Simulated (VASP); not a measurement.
# NaCl (Fm-3m) in VASP: a series of runs

The runs below take NaCl through single point, with r2SCAN.

Program: VASP 6.6.1. These are calculated values, not measurements. Logs are shortened: lines on timing, memory, paths and dates and some standing lists are left out, and cuts for length are marked.

## 1. The cell of the first run

Symmetry: Fm-3m, No. 225, cubic system. Conventional cell: a = 5.663 Å, b = 5.663 Å, c = 5.663 Å, α = 90.00°, β = 90.00°, γ = 90.00°. Within 3.7 Å of Na (site symmetry m-3m) lie 6 Cl at 2.83 Å. Within 3.7 Å of Cl (site symmetry m-3m) lie 6 Na at 2.83 Å.

## 2. Single point, r2SCAN

Contents of POSCAR:

```
NaCl
1.0
    0.0000000000      2.8317495955      2.8317495955
    2.8317495955      0.0000000000      2.8317495955
    2.8317495955      2.8317495955      0.0000000000
Na Cl
1 1
Direct
    0.0000000000      0.0000000000      0.0000000000
    0.5000000000      0.5000000000      0.5000000000
```

Contents of INCAR.step1:

```
ALGO     = Normal         # electronic algorithm
EDIFF    = 1E-4           # SCF threshold, eV
ENCUT    = 520            # plane-wave cutoff, eV
GGA      = PE             # functional
ISMEAR   = 0              # smearing method
LASPH    = T              # aspherical terms in the spheres
LCHARG   = F              # write CHGCAR
LREAL    = F              # projectors in reciprocal space
LWAVE    = T              # write WAVECAR
NBANDS   = 14             # bands
NELM     = 80             # most SCF steps
PREC     = Accurate       # precision mode
SIGMA    = 0.05           # smearing width, eV
```

Contents of INCAR.step2:

```
ALGO     = Normal         # electronic algorithm
EDIFF    = 1E-6           # SCF threshold, eV
ENCUT    = 520            # plane-wave cutoff, eV
ISIF     = 2              # what is computed and relaxed
ISMEAR   = 0              # smearing method
ISTART   = 1            
LASPH    = T              # aspherical terms in the spheres
LCHARG   = F              # write CHGCAR
LMIXTAU  = T            
LREAL    = F              # projectors in reciprocal space
LWAVE    = F              # write WAVECAR
METAGGA  = R2SCAN         # meta-GGA
NBANDS   = 14             # bands
NELM     = 80             # most SCF steps
PREC     = Accurate       # precision mode
SIGMA    = 0.05           # smearing width, eV
```

Contents of KPOINTS:

```
k-points
0
Gamma
  10 10 10
```

Potentials or basis: VASP PAW PBE potentials, release 64 (Na_pv, Cl).

Launch:

```sh
> cat potpaw_PBE.64/Na_pv/POTCAR potpaw_PBE.64/Cl/POTCAR > POTCAR
> cp INCAR.step1 INCAR
> mpirun -np 1 vasp_std > vasp.out
> cp INCAR.step2 INCAR
> mpirun -np 1 vasp_std > vasp.out
```

OUTCAR:

```text
EDIFF = 1E-6
   ENCUT = 520
   ISIF = 2
   ISMEAR = 0
   ISTART = 1
   LASPH = T
   LREAL = F
   METAGGA = R2SCAN
   NELM = 80
   PREC = Accurate

 ion  position               nearest neighbor table
   1  0.000  0.000  0.000-
   2  0.500  0.500  0.500-

  LATTYP: Found a face centered cubic cell.
 ALAT       =     5.6634991910

  Lattice vectors:

 A1 = (   0.0000000000,   2.8317495955,   2.8317495955)
 A2 = (   2.8317495955,   0.0000000000,   2.8317495955)
 A3 = (   2.8317495955,   2.8317495955,   0.0000000000)

Analysis of symmetry for initial positions (statically):
=====================================================================
 Subroutine PRICEL returns:
 Original cell was already a primitive cell.

 Routine SETGRP: Setting up the symmetry group for a
 face centered cubic supercell.

 Subroutine GETGRP returns: Found 48 space group operations
 (whereof 48 operations were pure point group operations)
 out of a pool of 48 trial point group operations.

The static configuration has the point symmetry O_h .

Analysis of symmetry for dynamics (positions and initial velocities):
=====================================================================
 Subroutine PRICEL returns:
 Original cell was already a primitive cell.

 Routine SETGRP: Setting up the symmetry group for a
 face centered cubic supercell.

 Subroutine GETGRP returns: Found 48 space group operations
 (whereof 48 operations were pure point group operations)
 out of a pool of 48 trial point group operations.

The dynamic configuration has the point symmetry O_h .

 Subroutine INISYM returns: Found 48 space group operations
 (whereof 48 operations are pure point group operations),
 and found     1 'primitive' translations

----------------------------------------------------------------------------------------

                                     Primitive cell

  volume of cell :      45.4145

  direct lattice vectors                    reciprocal lattice vectors
     0.000000000  2.831749595  2.831749595    -0.176569285  0.176569285  0.176569285
     2.831749595  0.000000000  2.831749595     0.176569285 -0.176569285  0.176569285
     2.831749595  2.831749595  0.000000000     0.176569285  0.176569285 -0.176569285

  length of vectors
     4.004698683  4.004698683  4.004698683     0.305826972  0.305826972  0.305826972

  position of ions in fractional coordinates (direct lattice)
     0.000000000  0.000000000  0.000000000
     0.500000000  0.500000000  0.500000000

[... 81 lines left out ...]
   NFREE  =      0    steps in history (QN), initial steepest desc. (CG)
   ISIF   =      2    stress and relaxation
   ISYM   =      2    0-nonsym 1-usesym 2-fastsym
   POTIM  = 0.5000    time-step for ionic-motion
   TEBEG  =    0.0;   TEEND  =   0.0 temperature during run
   PSTRESS=    0.0 pullay stress
   NELECT =      14.0000    total number of electrons
   NUPDOWN=      -1.0000    fix difference up-down
   EMIN   =  10.00;   EMAX   =-10.00  energy-range for DOS
   EFERMI =   0.00;   METHOD = LEGACY
   ISMEAR =     0;   SIGMA  =   0.05  broadening in eV -4-tet -1-fermi 0-gaus
   EFERMI_NEDOS =   21; number of points for ismear=-14 and -15
   IALGO  =     38    algorithm
   IMIX   =      4    mixing-type and parameters
     AMIX     =   0.40;   BMIX     =  1.00
     AMIX_MAG =   1.60;   BMIX_MAG =  1.00
  volume/ion in A,a.u.               =      22.71       153.24
  Fermi-wavevector in a.u.,A,eV,Ry     =   1.105909  2.089865 16.640393  1.223034
  Thomas-Fermi vector in A             =   2.242402
   LORBIT       =      0    0 simple, 1 ext, 2 COOP (PROOUT), +10 PAW based schemes
   METAGGA = R2SCAN    functional components
   LHFCALC =     F    Hartree Fock is set to
   AEXX    =    0.0000 exact exchange contribution
   IVDW    =     0    specifies the selected vdW correction
   LEPSILON=     F    determine dielectric tensor
   LRPA    =     F    only Hartree local field effects (RPA)
 non-spin polarized calculation
 Gauss-broadening in eV      SIGMA  =   0.05
  energy-cutoff  :      520.00
  volume of cell :       45.41
 maximum number of plane-waves:      1243
 NGX is ok and might be reduce to    30
   NGX = 15   NGY = 15   NGZ = 15

 number of electron      13.9999993 magnetization

 Free energy of the ion-electron system (eV)
  ---------------------------------------------------
  ext. energy  EPLUGINS =         0.00000000
  ---------------------------------------------------
  free energy    TOTEN  =       -13.78512595 eV

  energy without entropy =      -13.78512595  energy(sigma->0) =      -13.78512595

 E-fermi :  -1.0365     XC(G=0):  -8.5858

 val. band max:       -1.2352402465   @ k =   0.0000   0.0000   0.0000
 cond. band min:       4.6348933623   @ k =   0.0000   0.0000   0.0000
 fundamental gap:      5.8701336088
 Fermi energy:        -1.0364643056

 k-point     1 :       0.0000    0.0000    0.0000
  band No.  band energies     occupation
      1     -22.7779      2.00000
      2     -22.7776      2.00000
      3     -22.7776      2.00000
      4     -14.4291      2.00000
      5      -1.2352      2.00000
      6      -1.2352      2.00000
      7      -1.2352      2.00000
      8       4.6349      0.00000
      9      10.5128      0.00000
     10      10.5129      0.00000
     11      10.5129      0.00000
     12      12.7464      0.00000
     13      12.7464      0.00000
     14      14.3097      0.00000
[... 377 lines left out ...]
      1     -22.7938      2.00000
      2     -22.7837      2.00000
      3     -22.7832      2.00000
      4     -14.1161      2.00000
      5      -2.6749      2.00000
      6      -1.7813      2.00000
      7      -1.7069      2.00000
      8       7.3936      0.00000
      9       7.9470      0.00000
     10       9.9713      0.00000
     11      12.6393      0.00000
     12      13.2546      0.00000
     13      14.7206      0.00000
     14      17.5766      0.00000

 [... further k-points ...]
[... 5 lines left out ...]
  --------------------------------------------------------------------------------------
  -------------------------------------------------------------------------------------
  Total       -0.2787694     -0.2787694     -0.2787694     -0.0000000     -0.0000000      0.0000000
  in kB       -9.8347000     -9.8347000     -9.8347000     -0.0000000     -0.0000000      0.0000000
  external PRESSURE =      -9.8347000 kB  Pullay stress =       0.0000000 kB

 VOLUME and BASIS-vectors are now :
 -----------------------------------------------------------------------------
  energy-cutoff  :      520.00
  volume of cell :       45.41
      direct lattice vectors                 reciprocal lattice vectors
     0.000000000  2.831749595  2.831749595    -0.176569285  0.176569285  0.176569285
     2.831749595  0.000000000  2.831749595     0.176569285 -0.176569285  0.176569285
     2.831749595  2.831749595  0.000000000     0.176569285  0.176569285 -0.176569285

 POSITION                                       TOTAL-FORCE (eV/Angst)
 -----------------------------------------------------------------------------------
      0.00000      0.00000      0.00000         0.000000      0.000000      0.000000
      2.83175      2.83175      2.83175         0.000000     -0.000000     -0.000000
 -----------------------------------------------------------------------------------
    total drift:                               -0.000000      0.000000      0.000000

  FREE ENERGIE OF THE ION-ELECTRON SYSTEM (eV)
  ---------------------------------------------------
  free  energy   TOTEN  =       -13.7851259509 eV

  energy  without entropy=      -13.7851259509  energy(sigma->0) =      -13.78512595
```

OUTCAR.step1:

```text
EDIFF = 1E-4
   ENCUT = 520
   GGA = PE
   ISMEAR = 0
   LASPH = T
[... 629 lines left out ...]
 -----------------------------------------------------------------------------------
      0.00000      0.00000      0.00000        -0.000000      0.000000     -0.000000
      2.83175      2.83175      2.83175         0.000000      0.000000      0.000000
 -----------------------------------------------------------------------------------
    total drift:                               -0.000000      0.000000      0.000000

  FREE ENERGIE OF THE ION-ELECTRON SYSTEM (eV)
  ---------------------------------------------------
  free  energy   TOTEN  =        -6.7768009735 eV

  energy  without entropy=       -6.7768009735  energy(sigma->0) =       -6.77680097
```

It took 93 s on 1 thread of Intel Xeon Platinum 8375C at 2.90GHz (Ice Lake), shared host; peak memory 0.17 GiB.

What came out:

```yaml
Free_energy: -13.7851 eV
Pressure: -1.0 GPa
Band_gap_on_the_k_mesh: 5.87 eV, direct
```

Levels at points of the mesh, in eV from the valence-band top:
```tsv
k point	band 3	band 4	band 5	band 6	band 7	band 8	band 9	band 10	band 11	band 12
(0.00, 0.00, 0.00)	-21.54	-13.19	0.00	0.00	0.00	5.87	11.75	11.75	11.75	13.98
(0.50, 0.00, 0.00)	-21.54	-12.87	-1.88	-0.27	-0.27	7.92	11.51	11.74	11.74	15.89
(0.50, 0.50, 0.00)	-21.55	-12.82	-1.65	-0.59	-0.59	8.41	8.62	12.11	15.80	15.80
```

Caveat: the PAW data sets were made with another functional, which shifts forces and pressure a little.

## 3. Single point, r2SCAN

POSCAR is that of step 2.

Contents of INCAR.step1:

```
SYSTEM = NaCl
  ALGO = Normal
  EDIFF = 1E-4
  ENCUT = 520
  GGA = PE
  ISMEAR = 0
  LASPH = .TRUE.
  LCHARG = .FALSE.
  LREAL = .FALSE.
  LWAVE = .TRUE.
  NBANDS = 14
  NELM = 80
  PREC = Accurate
  SIGMA = 0.05
```

Contents of INCAR.step2:

```
SYSTEM = NaCl
  ALGO = Normal
  EDIFF = 1E-6
  ENCUT = 520
  ISIF = 2
  ISMEAR = 0
  ISTART = 1
  LASPH = .TRUE.
  LCHARG = .FALSE.
  LMIXTAU = .TRUE.
  LREAL = .FALSE.
  LWAVE = .FALSE.
  METAGGA = R2SCAN
  NBANDS = 14
  NELM = 80
  PREC = Accurate
  SIGMA = 0.05
```

Contents of KPOINTS:

```
k-points
0
G
  10 10 10
  0 0 0
```

Potentials or basis: VASP PAW PBE potentials, release 64 (Na_pv, Cl).

Launch:

```sh
> cat potpaw_PBE.64/Na_pv/POTCAR potpaw_PBE.64/Cl/POTCAR > POTCAR
> cp INCAR.step1 INCAR
> mpirun -np 1 vasp_std > vasp.out
> cp INCAR.step2 INCAR
> mpirun -np 1 vasp_std > vasp.out
```

OUTCAR:

```text
SYSTEM = NaCl
   EDIFF = 1E-6
   ENCUT = 520
   ISIF = 2
   ISMEAR = 0
   ISTART = 1
   LASPH = .TRUE.
   LREAL = .FALSE.
   METAGGA = R2SCAN
   NELM = 80
   PREC = Accurate

 ion  position               nearest neighbor table
   1  0.000  0.000  0.000-
   2  0.500  0.500  0.500-

  LATTYP: Found a face centered cubic cell.
 ALAT       =     5.6634991910

  Lattice vectors:

 A1 = (   0.0000000000,   2.8317495955,   2.8317495955)
 A2 = (   2.8317495955,   0.0000000000,   2.8317495955)
 A3 = (   2.8317495955,   2.8317495955,   0.0000000000)

Analysis of symmetry for initial positions (statically):
=====================================================================
 Subroutine PRICEL returns:
 Original cell was already a primitive cell.

 Routine SETGRP: Setting up the symmetry group for a
 face centered cubic supercell.

 Subroutine GETGRP returns: Found 48 space group operations
 (whereof 48 operations were pure point group operations)
 out of a pool of 48 trial point group operations.

The static configuration has the point symmetry O_h .

Analysis of symmetry for dynamics (positions and initial velocities):
[... 166 lines left out ...]

 k-point     1 :       0.0000    0.0000    0.0000
  band No.  band energies     occupation
      1     -22.7779      2.00000
      2     -22.7776      2.00000
      3     -22.7776      2.00000
      4     -14.4291      2.00000
      5      -1.2352      2.00000
      6      -1.2352      2.00000
      7      -1.2352      2.00000
      8       4.6349      0.00000
      9      10.5128      0.00000
     10      10.5129      0.00000
     11      10.5129      0.00000
     12      12.7464      0.00000
     13      12.7464      0.00000
     14      14.3097      0.00000
[... 377 lines left out ...]
      1     -22.7938      2.00000
      2     -22.7837      2.00000
      3     -22.7832      2.00000
      4     -14.1161      2.00000
      5      -2.6749      2.00000
      6      -1.7813      2.00000
      7      -1.7069      2.00000
      8       7.3936      0.00000
      9       7.9470      0.00000
     10       9.9713      0.00000
     11      12.6393      0.00000
     12      13.2546      0.00000
     13      14.7206      0.00000
     14      17.5766      0.00000

 [... further k-points ...]
[... 5 lines left out ...]
  --------------------------------------------------------------------------------------
  -------------------------------------------------------------------------------------
  Total       -0.2787694     -0.2787694     -0.2787694     -0.0000000     -0.0000000      0.0000000
  in kB       -9.8347000     -9.8347000     -9.8347000     -0.0000000     -0.0000000      0.0000000
  external PRESSURE =      -9.8347000 kB  Pullay stress =       0.0000000 kB

 VOLUME and BASIS-vectors are now :
 -----------------------------------------------------------------------------
  energy-cutoff  :      520.00
  volume of cell :       45.41
      direct lattice vectors                 reciprocal lattice vectors
     0.000000000  2.831749595  2.831749595    -0.176569285  0.176569285  0.176569285
     2.831749595  0.000000000  2.831749595     0.176569285 -0.176569285  0.176569285
     2.831749595  2.831749595  0.000000000     0.176569285  0.176569285 -0.176569285

 POSITION                                       TOTAL-FORCE (eV/Angst)
 -----------------------------------------------------------------------------------
      0.00000      0.00000      0.00000         0.000000      0.000000      0.000000
      2.83175      2.83175      2.83175         0.000000     -0.000000     -0.000000
 -----------------------------------------------------------------------------------
    total drift:                               -0.000000      0.000000      0.000000

  FREE ENERGIE OF THE ION-ELECTRON SYSTEM (eV)
  ---------------------------------------------------
  free  energy   TOTEN  =       -13.7851259509 eV

  energy  without entropy=      -13.7851259509  energy(sigma->0) =      -13.78512595
```

OSZICAR.step1:

```text
N       E                     dE             d eps       ncg     rms          rms(c)
DAV:   1     0.995357288088E+02    0.99536E+02   -0.69970E+03  1338   0.101E+03
DAV:   2     0.114902432538E+01   -0.98387E+02   -0.89702E+02  1442   0.266E+02
DAV:   3    -0.684789630305E+01   -0.79969E+01   -0.79488E+01  1754   0.708E+01
DAV:   4    -0.697457196993E+01   -0.12668E+00   -0.12664E+00  1460   0.977E+00
DAV:   5    -0.697730047883E+01   -0.27285E-02   -0.27283E-02  1744   0.143E+00    0.215E+00
DAV:   6    -0.678257880780E+01    0.19472E+00   -0.32582E-01  1618   0.327E+00    0.160E+00
DAV:   7    -0.677099545190E+01    0.11583E-01   -0.81528E-02  1796   0.162E+00    0.109E+00
DAV:   8    -0.677679553570E+01   -0.58001E-02   -0.10050E-02  1418   0.855E-01    0.293E-01
DAV:   9    -0.677668609672E+01    0.10944E-03   -0.21267E-04  1724   0.112E-01    0.164E-01
DAV:  10    -0.677681246826E+01   -0.12637E-03   -0.34172E-04  1472   0.140E-01    0.692E-02
DAV:  11    -0.677680097347E+01    0.11495E-04   -0.18280E-05   946   0.400E-02
   1 F= -.67768010E+01 E0= -.67768010E+01  d E =-.321278E-21
```

Wall time 1.7 min (1 thread of Intel Xeon Platinum 8375C at 2.90GHz (Ice Lake), shared host); peak memory 0.17 GiB.

Results:

```
Free energy            : -13.7851 eV
Pressure               : -1.0 GPa
Band gap on the k mesh : 5.87 eV, direct
```

Caveat: the PAW data sets were made with another functional, which shifts forces and pressure a little. A k mesh can miss the band edges.
